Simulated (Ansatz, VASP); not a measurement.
## One calculation of Cd5Se, two programs

INCAR

```
SYSTEM = Cd5Se
PREC = Accurate ; ENCUT = 600
EDIFF = 1E-7 ; ISMEAR = 0
SIGMA = 0.1 ; LREAL = .FALSE.
LASPH = .TRUE. ; NELM = 100
ALGO = Normal ; ISIF = 3
LWAVE = .FALSE. ; LCHARG = .FALSE.
GGA = PE ; IBRION = 2
NSW = 100 ; EDIFFG = -0.01
```

KPOINTS

```
regular mesh
0
G
  8 8 8
  0 0 0
```

The input POSCAR:

```
Cd5Se
1.0
    0.0000000000      4.2081574700      4.2081574700
    4.2081574700      0.0000000000      4.2081574700
    4.2081574700      4.2081574700      0.0000000000
Cd Se
5 1
Direct
    0.3750000000      0.3750000000      0.8750000000
    0.3750000000      0.8750000000      0.3750000000
    0.8750000000      0.3750000000      0.3750000000
    0.3750000000      0.3750000000      0.3750000000
    0.7500000000      0.7500000000      0.7500000000
    0.0000000000      0.0000000000      0.0000000000
```

Input for Ansatz:

```yaml
crystal:
  lattice:
    - [0.0, 4.20815747, 4.20815747]
    - [4.20815747, 0.0, 4.20815747]
    - [4.20815747, 4.20815747, 0.0]
  atoms:
    - { symbol: Cd, position: [0.375, 0.375, 0.875] }
    - { symbol: Cd, position: [0.375, 0.875, 0.375] }
    - { symbol: Cd, position: [0.875, 0.375, 0.375] }
    - { symbol: Cd, position: [0.375, 0.375, 0.375] }
    - { symbol: Cd, position: [0.75, 0.75, 0.75] }
    - { symbol: Se, position: [0.0, 0.0, 0.0] }
basis:
  ecutwfc: 420
kpoints:
  mp_grid: { grid: [8, 8, 8] }
hamiltonian:
  xc: pbe
scf:
  occupations: { method: gaussian, width: 0.1 }
output:
  forces: true
  stress: true
  eigenvalues: true
  write_density: true
  write_potential: true
  elf: true
  volumetric_format: npy
relax:
  adjacent_minimum: "off"
  f_tol: 0.01
  max_steps: 80
  cell: { stress_tol: 0.05 }
```

Change from the starting cell: species swapped into the Be5Au type (F-43m, No. 216).

Alike in both runs: task relaxation of cell and atoms; functional PBE; k mesh 8 × 8 × 8; occupations gaussian, width 0.1 eV; no spin polarisation.

|  | VASP | Ansatz |
| --- | --- | --- |
| version | VASP 6.6.1 | Ansatz 0.2.0 |
| potentials or method | VASP PAW PBE potentials, release 64 (Cd, Se), cutoff 600 eV | scalar-relativistic, plane waves, PAW |
| valence electrons in the cell | 66 | 116 |

Ansatz gave:

```
gap on the k mesh at the Fermi level, each at its own relaxed structure (eV)  : none
relaxed volume (Å³/atom)                                                      : 24.15
relaxed length of the cell vector where the two differ most in proportion (Å) : 5.896
```

**Question.** What did VASP give for the same quantities?

**Answer.** gap on the k mesh at the Fermi level, each at its own relaxed structure (eV): none; relaxed volume (Å³/atom): 24.27; relaxed length of the cell vector where the two differ most in proportion (Å): 5.905.

A gap of «none» marks a metal or a gap that the smearing closes. VASP's potentials hold 66 valence electrons a cell and Ansatz's 116, so a difference there can come from the potentials and not from the codes.
